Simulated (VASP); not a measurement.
# BaF2 (Fm-3m) in VASP: notebook

Aim: see how the results for BaF2 move with the level of theory and the settings. Levels: PBE, r2SCAN. Tasks: single point.

All numbers are computed with VASP 6.6.1; they aren't measurements. Logs are shortened: lines on timing, memory, paths and dates and some standing lists are left out, and cuts for length are marked.

## (1) The cell of the first run

It takes space group Fm-3m (No. 225, cubic). Conventional cell: a = 6.318 Å, b = 6.318 Å, c = 6.318 Å, α = 90.00°, β = 90.00°, γ = 90.00°. Ba (site symmetry m-3m) has 8 F at 2.74 Å within 3.6 Å. F (site symmetry -43m) has 4 Ba at 2.74 Å and 6 F at 3.16 Å within 3.6 Å.

## (2) Single point, PBE (strain +2.0%)

File INCAR:

```
SYSTEM = BaF2
  ALGO = Normal
  EDIFF = 1E-6
  ENCUT = 600
  GGA = PE
  GGA_COMPAT = .False.
  ISIF = 2
  ISMEAR = -1
  LASPH = .True.
  LCHARG = .True.
  LELF = .True.
  LREAL = .False.
  LVHAR = .True.
  LWAVE = .False.
  NBANDS = 19
  NELM = 120
  PREC = Accurate
  SIGMA = 0.02
```

File KPOINTS:

```
k-points
0
Gamma
  8 8 8
  0 0 0
```

File POSCAR:

```
BaF2
1.0
    0.0000000000      3.1591070472      3.1591070472
    3.1591070472      0.0000000000      3.1591070472
    3.1591070472      3.1591070472      0.0000000000
Ba F
1 2
Direct
    0.0000000000      0.0000000000      0.0000000000
    0.2500000000      0.2500000000      0.2500000000
    0.7500000000      0.7500000000      0.7500000000
```

Potentials or basis: VASP PAW PBE potentials, release 64 (Ba_sv, F).

Run with:

```console
cat potpaw_PBE.64/Ba_sv/POTCAR potpaw_PBE.64/F/POTCAR > POTCAR
mpirun -np 1 vasp_std > vasp.out
```

OUTCAR:

```text
SYSTEM = BaF2
   EDIFF = 1E-6
   ENCUT = 600
   GGA = PE
   ISIF = 2
   ISMEAR = -1
   LASPH = .True.
   LREAL = .False.
   NELM = 120
   PREC = Accurate

 ion  position               nearest neighbor table
   1  0.000  0.000  0.000-   3 2.74   3 2.74   3 2.74   2 2.74   3 2.74   2 2.74   2 2.74   2 2.74

   2  0.250  0.250  0.250-   1 2.74   1 2.74   1 2.74   1 2.74
   3  0.750  0.750  0.750-   1 2.74   1 2.74   1 2.74   1 2.74

  LATTYP: Found a face centered cubic cell.
 ALAT       =     6.3182140944

  Lattice vectors:

 A1 = (   0.0000000000,   3.1591070472,   3.1591070472)
 A2 = (   3.1591070472,   0.0000000000,   3.1591070472)
 A3 = (   3.1591070472,   3.1591070472,   0.0000000000)

Analysis of symmetry for initial positions (statically):
=====================================================================
 Subroutine PRICEL returns:
 Original cell was already a primitive cell.

 Routine SETGRP: Setting up the symmetry group for a
 face centered cubic supercell.

 Subroutine GETGRP returns: Found 48 space group operations
 (whereof 48 operations were pure point group operations)
 out of a pool of 48 trial point group operations.

The static configuration has the point symmetry O_h .

Analysis of symmetry for dynamics (positions and initial velocities):
=====================================================================
 Subroutine PRICEL returns:
 Original cell was already a primitive cell.

 Routine SETGRP: Setting up the symmetry group for a
 face centered cubic supercell.

 Subroutine GETGRP returns: Found 48 space group operations
 (whereof 48 operations were pure point group operations)
 out of a pool of 48 trial point group operations.

The dynamic configuration has the point symmetry O_h .

 Subroutine INISYM returns: Found 48 space group operations
 (whereof 48 operations are pure point group operations),
 and found     1 'primitive' translations

----------------------------------------------------------------------------------------

                                     Primitive cell

  volume of cell :      63.0555

  direct lattice vectors                    reciprocal lattice vectors
     0.000000000  3.159107047  3.159107047    -0.158272573  0.158272573  0.158272573
     3.159107047  0.000000000  3.159107047     0.158272573 -0.158272573  0.158272573
     3.159107047  3.159107047  0.000000000     0.158272573  0.158272573 -0.158272573

  length of vectors
     4.467652031  4.467652031  4.467652031     0.274136137  0.274136137  0.274136137

  position of ions in fractional coordinates (direct lattice)
     0.000000000  0.000000000  0.000000000
     0.250000000  0.250000000  0.250000000
     0.750000000  0.750000000  0.750000000

  ion indices of the primitive-cell ions
   primitive index   ion index
                 1           1
                 2           2
                 3           3

----------------------------------------------------------------------------------------

 KPOINTS: k-points

Automatic generation of k-mesh.
 Grid dimensions read from file:
 generate k-points for:    8    8    8

 Generating k-lattice:

  Cartesian coordinates                     Fractional coordinates (reciprocal lattice)
    -0.019784072  0.019784072  0.019784072     0.125000000  0.000000000  0.000000000
     0.019784072 -0.019784072  0.019784072     0.000000000  0.125000000  0.000000000
     0.019784072  0.019784072 -0.019784072     0.000000000  0.000000000  0.125000000

  Length of vectors
     0.034267017  0.034267017  0.034267017

  Shift w.r.t. Gamma in fractional coordinates (k-lattice)
     0.000000000  0.000000000  0.000000000

 Subroutine IBZKPT returns following result:
 ===========================================

 Found     29 irreducible k-points:

 Following reciprocal coordinates:
            Coordinates               Weight
  0.000000  0.000000  0.000000      1.000000
  0.125000  0.000000  0.000000      8.000000
  0.250000  0.000000  0.000000      8.000000
  0.375000  0.000000  0.000000      8.000000
  0.500000  0.000000  0.000000      4.000000
  0.125000  0.125000  0.000000      6.000000
[... 16 lines left out ...]
  0.500000  0.250000  0.125000     48.000000
 -0.375000  0.250000  0.125000     24.000000
 [... further k-points ...]
   k-points           NKPTS =     29   k-points in BZ     NKDIM =     29   number of bands    NBANDS=     19
   number of dos      NEDOS =    301   number of ions     NIONS =      3
   total plane-waves  NPLWV =  46656
   dimension x,y,z NGX =    36 NGY =   36 NGZ =   36
   dimension x,y,z NGXF=    72 NGYF=   72 NGZF=   72
   ions per type =               1   2
   NGX,Y,Z   is equivalent  to a cutoff of  13.40, 13.40, 13.40 a.u.
   NGXF,Y,Z  is equivalent  to a cutoff of  26.79, 26.79, 26.79 a.u.
 SYSTEM =  BaF2
   PREC   = accura    normal or accurate (medium, high low for compatibility)
   ISTART =      0    job   : 0-new  1-cont  2-samecut
   ICHARG =      2    charge: 1-file 2-atom 10-const
   ISPIN  =      1    spin polarized calculation?
   LNONCOLLINEAR =      F non collinear calculations
   LSORBIT =      F    spin-orbit coupling
   LASPH  =      T    aspherical Exc in radial PAW
   ENCUT  =  600.0 eV  44.10 Ry    6.64 a.u.   8.92  8.92  8.92*2*pi/ulx,y,z
   NELM   =    120;   NELMIN=  2; NELMDL= -5     # of ELM steps
   EDIFF  = 0.1E-05   stopping-criterion for ELM
   LREAL  =      F    real-space projection
   EDIFFG = 0.1E-04   stopping-criterion for IOM
   NSW    =      0    number of steps for IOM
   IBRION =     -1    ionic relax: 0-MD 1-quasi-New 2-CG
   NFREE  =      0    steps in history (QN), initial steepest desc. (CG)
   ISIF   =      2    stress and relaxation
   ISYM   =      2    0-nonsym 1-usesym 2-fastsym
   POTIM  = 0.5000    time-step for ionic-motion
   TEBEG  =    0.0;   TEEND  =   0.0 temperature during run
   PSTRESS=    0.0 pullay stress
   NELECT =      24.0000    total number of electrons
   NUPDOWN=      -1.0000    fix difference up-down
   EMIN   =  10.00;   EMAX   =-10.00  energy-range for DOS
   EFERMI =   0.00;   METHOD = LEGACY
   ISMEAR =    -1;   SIGMA  =   0.02  broadening in eV -4-tet -1-fermi 0-gaus
   EFERMI_NEDOS =   21; number of points for ismear=-14 and -15
   IALGO  =     38    algorithm
   IMIX   =      4    mixing-type and parameters
     AMIX     =   0.40;   BMIX     =  1.00
     AMIX_MAG =   1.60;   BMIX_MAG =  1.00
  volume/ion in A,a.u.               =      21.02       141.84
  Fermi-wavevector in a.u.,A,eV,Ry     =   1.186418  2.242004 19.151379  1.407587
  Thomas-Fermi vector in A             =   2.322591
   LORBIT       =      0    0 simple, 1 ext, 2 COOP (PROOUT), +10 PAW based schemes
   GGA     = PE    functional components
   LHFCALC =     F    Hartree Fock is set to
   AEXX    =    0.0000 exact exchange contribution
   IVDW    =     0    specifies the selected vdW correction
   LEPSILON=     F    determine dielectric tensor
   LRPA    =     F    only Hartree local field effects (RPA)
 non-spin polarized calculation
  energy-cutoff  :      600.00
  volume of cell :       63.06
 maximum number of plane-waves:      2129
   NGX = 17   NGY = 17   NGZ = 17

 number of electron      24.0000018 magnetization

 Free energy of the ion-electron system (eV)
  ---------------------------------------------------
  ext. energy  EPLUGINS =         0.00000000
  ---------------------------------------------------
  free energy    TOTEN  =       -17.13138152 eV

  energy without entropy =      -17.13138152  energy(sigma->0) =      -17.13138152

 E-fermi :  -1.7433     XC(G=0):  -8.4445

 val. band max:       -2.2925956881   @ k =  -0.2500   0.2500   0.0000
 cond. band min:       4.2267197798   @ k =   0.0000   0.0000   0.0000
 fundamental gap:      6.5193154678
 Fermi energy:        -1.7432871982

 k-point     1 :       0.0000    0.0000    0.0000
  band No.  band energies     occupation
      1     -25.5559      2.00000
      2     -21.1532      2.00000
      3     -21.1403      2.00000
      4     -10.4615      2.00000
      5     -10.4615      2.00000
      6     -10.4615      2.00000
[... 11 lines left out ...]
     18       8.6482      0.00000
     19      12.7749      0.00000

 k-point     2 :       0.1250    0.0000    0.0000
  band No.  band energies     occupation
      1     -25.5349      2.00000
      2     -21.1798      2.00000
      3     -21.1523      2.00000
      4     -10.4840      2.00000
      5     -10.4804      2.00000
      6     -10.4804      2.00000
[... 11 lines left out ...]
     18       8.6642      0.00000
     19      12.1085      0.00000

 k-point     3 :       0.2500    0.0000    0.0000
  band No.  band energies     occupation
      1     -25.4829      2.00000
      2     -21.2456      2.00000
      3     -21.1812      2.00000
      4     -10.5341      2.00000
      5     -10.5251      2.00000
      6     -10.5251      2.00000
[... 11 lines left out ...]
     18       8.7208      0.00000
     19      11.0843      0.00000

 k-point     4 :       0.3750    0.0000    0.0000
  band No.  band energies     occupation
      1     -25.4291      2.00000
      2     -21.3143      2.00000
      3     -21.2094      2.00000
      4     -10.5784      2.00000
      5     -10.5686      2.00000
      6     -10.5686      2.00000
[... 11 lines left out ...]
     18       8.8088      0.00000
     19      10.7582      0.00000

 k-point     5 :       0.5000    0.0000    0.0000
  band No.  band energies     occupation
      1     -25.4062      2.00000
      2     -21.3437      2.00000
      3     -21.2208      2.00000
      4     -10.5953      2.00000
      5     -10.5862      2.00000
      6     -10.5862      2.00000
[... 11 lines left out ...]
     18       8.8576      0.00000
     19      10.9882      0.00000
[... 334 lines left out ...]
      2     -21.4072      2.00000
      3     -21.2453      2.00000
      4     -10.7703      2.00000
      5     -10.7703      2.00000
      6     -10.3448      2.00000
[... 11 lines left out ...]
     18      10.0654      0.00000
     19      11.9171      0.00000

 k-point    22 :       0.3750    0.2500    0.1250
  band No.  band energies     occupation
      1     -25.4433      2.00000
      2     -21.2846      2.00000
      3     -21.2133      2.00000
      4     -10.6150      2.00000
      5     -10.6085      2.00000
      6     -10.4622      2.00000
[... 11 lines left out ...]
     18       9.0531      0.00000
     19      11.6525      0.00000

 k-point    23 :       0.5000    0.2500    0.1250
  band No.  band energies     occupation
      1     -25.3993      2.00000
      2     -21.3220      2.00000
      3     -21.2545      2.00000
      4     -10.6667      2.00000
      5     -10.6123      2.00000
      6     -10.5115      2.00000
[... 11 lines left out ...]
     18       9.5307      0.00000
     19      11.2545      0.00000

 k-point    24 :      -0.3750    0.2500    0.1250
  band No.  band energies     occupation
      1     -25.3807      2.00000
      2     -21.3356      2.00000
      3     -21.2740      2.00000
      4     -10.6875      2.00000
      5     -10.5740      2.00000
      6     -10.5713      2.00000
[... 11 lines left out ...]
     18       9.8823      0.00000
     19      11.0184      0.00000

 [... further k-points ...]
[... 5 lines left out ...]
  --------------------------------------------------------------------------------------
  -------------------------------------------------------------------------------------
  Total       -0.3759871     -0.3759871     -0.3759871      0.0000000     -0.0000000      0.0000000
  in kB       -9.5534551     -9.5534551     -9.5534551      0.0000000     -0.0000000      0.0000000
  external PRESSURE =      -9.5534551 kB  Pullay stress =       0.0000000 kB

 VOLUME and BASIS-vectors are now :
 -----------------------------------------------------------------------------
  energy-cutoff  :      600.00
  volume of cell :       63.06
      direct lattice vectors                 reciprocal lattice vectors
     0.000000000  3.159107047  3.159107047    -0.158272573  0.158272573  0.158272573
     3.159107047  0.000000000  3.159107047     0.158272573 -0.158272573  0.158272573
     3.159107047  3.159107047  0.000000000     0.158272573  0.158272573 -0.158272573

 POSITION                                       TOTAL-FORCE (eV/Angst)
 -----------------------------------------------------------------------------------
      0.00000      0.00000      0.00000         0.000000     -0.000000     -0.000000
      1.57955      1.57955      1.57955         0.000000      0.000000      0.000000
      4.73866      4.73866      4.73866        -0.000000     -0.000000     -0.000000
 -----------------------------------------------------------------------------------
    total drift:                                0.000000      0.000000      0.000000

  FREE ENERGIE OF THE ION-ELECTRON SYSTEM (eV)
  ---------------------------------------------------
  free  energy   TOTEN  =       -17.1313815175 eV

  energy  without entropy=      -17.1313815175  energy(sigma->0) =      -17.13138152
```

Run time: 19 s. Hardware: 1 thread of Intel Xeon 6975P-C (Granite Rapids), shared host; peak memory 0.2 GiB.

Results:

| Quantity | Value |
| --- | --- |
| Free energy | -17.1314 eV |
| Pressure | -1.0 GPa |
| Band gap on the k mesh | 6.52 eV (least direct gap 6.57 eV) |

Caveat: the cell differs from its parent crystal (strain +2.0%); spin-orbit coupling is left out, which moves the levels of the heavy elements. A k mesh can miss the band edges.

## (3) Single point, r2SCAN (strain -4.0%)

File POSCAR:

```
BaF2
1.0
    0.0000000000      2.9732772209      2.9732772209
    2.9732772209      0.0000000000      2.9732772209
    2.9732772209      2.9732772209      0.0000000000
Ba F
1 2
Direct
    0.0000000000      0.0000000000      0.0000000000
    0.2500000000      0.2500000000      0.2500000000
    0.7500000000      0.7500000000      0.7500000000
```

File INCAR.step1:

```
SYSTEM = BaF2
ALGO = Normal
EDIFF = 1E-5
ENCUT = 660
GGA = PE
GGA_COMPAT = .FALSE.
ISMEAR = 0
LASPH = .TRUE.
LCHARG = .FALSE.
LREAL = .FALSE.
LWAVE = .TRUE.
NBANDS = 19
NELM = 120
PREC = Accurate
SIGMA = 0.01
```

File INCAR.step2:

```
SYSTEM = BaF2
ALGO = Normal
EDIFF = 1E-6
ENCUT = 660
GGA_COMPAT = .FALSE.
ISIF = 2
ISMEAR = 0
ISTART = 1
LASPH = .TRUE.
LCHARG = .TRUE.
LELF = .TRUE.
LMIXTAU = .TRUE.
LREAL = .FALSE.
LVHAR = .TRUE.
LWAVE = .FALSE.
METAGGA = R2SCAN
NBANDS = 19
NELM = 120
PREC = Accurate
SIGMA = 0.01
```

File KPOINTS:

```
k-points
0
G
  8 8 8
  0 0 0
```

Potentials or basis: VASP PAW PBE potentials, release 64 (Ba_sv, F).

Run with:

```console
cat potpaw_PBE.64/Ba_sv/POTCAR potpaw_PBE.64/F/POTCAR > POTCAR
cp INCAR.step1 INCAR
mpirun -np 1 vasp_std > vasp.out
cp INCAR.step2 INCAR
mpirun -np 1 vasp_std > vasp.out
```

Run time: 74 s. Hardware: 1 thread of Intel Xeon 6975P-C (Granite Rapids), shared host; peak memory 0.22 GiB.

Results (log left out):

| Item | Value |
| --- | --- |
| Free energy | -44.8095 eV |
| Pressure | 11.6 GPa |
| Band gap on the k mesh | 7.83 eV (least direct gap 8.02 eV) |

Levels at points of the mesh, in eV from the valence-band top:
| k point | band 8 | band 9 | band 10 | band 11 | band 12 | band 13 | band 14 | band 15 | band 16 | band 17 |
| --- | --- | --- | --- | --- | --- | --- | --- | --- | --- | --- |
| (0.00, 0.00, 0.00) | -1.95 | -1.95 | -0.19 | -0.19 | -0.19 | 7.83 | 10.32 | 10.32 | 13.31 | 13.31 |
| (0.50, 0.00, 0.00) | -1.47 | -0.85 | -0.38 | -0.17 | -0.17 | 10.32 | 10.32 | 10.54 | 10.71 | 13.43 |
| (0.50, 0.50, 0.00) | -0.59 | -0.59 | -0.32 | -0.23 | -0.23 | 7.85 | 10.48 | 12.12 | 13.86 | 13.86 |

Caveat: the cell differs from its parent crystal (strain -4.0%); the cell stands under pressure; the PAW data sets were made with another functional, which shifts forces and pressure a little; spin-orbit coupling is left out, which moves the levels of the heavy elements.

(Continued in part 2 of 2.)
